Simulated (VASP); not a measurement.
Runs of VASP 6.6.1 on MgO. Symmetry: Pm-3m, No. 221, cubic system. The conventional cell has a = 2.623 Å, b = 2.623 Å, c = 2.623 Å, α = 90.00°, β = 90.00°, γ = 90.00°. Within 3.0 Å of Mg (site symmetry m-3m) lie 8 O at 2.27 Å and 6 Mg at 2.62 Å. O (site symmetry m-3m) has 8 Mg at 2.27 Å and 6 O at 2.62 Å within 3.0 Å. 

```tsv
task	level	potentials or basis	k mesh	cutoff (eV)	smearing	grid for exact exchange (PRECFOCK)	screening parameter	GW scheme	GW iterations	cutoff of the response function	gap on the mesh (eV)	pressure (GPa)
single point	PBE	VASP PAW PBE potentials, release 64 (Mg, O)	6 × 6 × 6	600	methfessel-paxton 0.2 eV	-	-	-	-	-	2.62	5.2
single point	PBE	VASP PAW PBE potentials, release 64 (Mg, O)	6 × 6 × 6, shifted	600	gaussian 0.01 eV	-	-	-	-	-	(a)	5.3
single point	LDA	VASP PAW LDA potentials, release 64 (Mg, O)	4 × 4 × 4	600	gaussian 0.01 eV	-	-	-	-	-	(b)	-7.1
single point	PBE	VASP PAW PBE potentials, release 64 (Mg, O)	4 × 4 × 4	600	gaussian 0.01 eV	-	-	-	-	-	2.59	5.3
single point	HSE06	VASP PAW PBE potentials, release 64 (Mg, O)	4 × 4 × 4	520	gaussian 0.01 eV	Normal	0.2079 1/Å	-	-	-	4.15	-1.2
single point	LDA	VASP PAW LDA potentials, release 64 (Mg, O)	6 × 6 × 6	600	gaussian 0.01 eV	-	-	-	-	-	2.57	-7.1
single point	PBE	VASP PAW PBE potentials, release 64 (Mg, O)	2 × 2 × 2	600	gaussian 0.01 eV	-	-	-	-	-	2.11	11.5
single point	PBEsol	VASP PAW PBE potentials, release 64 (Mg, O)	6 × 6 × 6	600	gaussian 0.01 eV	-	-	-	-	-	2.57	1.0
single point	PBE-based global hybrid	VASP PAW PBE potentials, release 64 (Mg, O)	4 × 4 × 4	520	gaussian 0.01 eV	Normal	-	-	-	-	12.50	-18.6
```

Alike in all rows: no spin polarisation; cell a = 2.623 Å, 2 atoms.

Estimate the missing entries.

(a) 3.12; (b) 2.54.

Caveats: some runs use coarse meshes; the PAW data sets were made with another functional, which shifts forces and pressure a little (some runs).

A k mesh can miss the band edges.
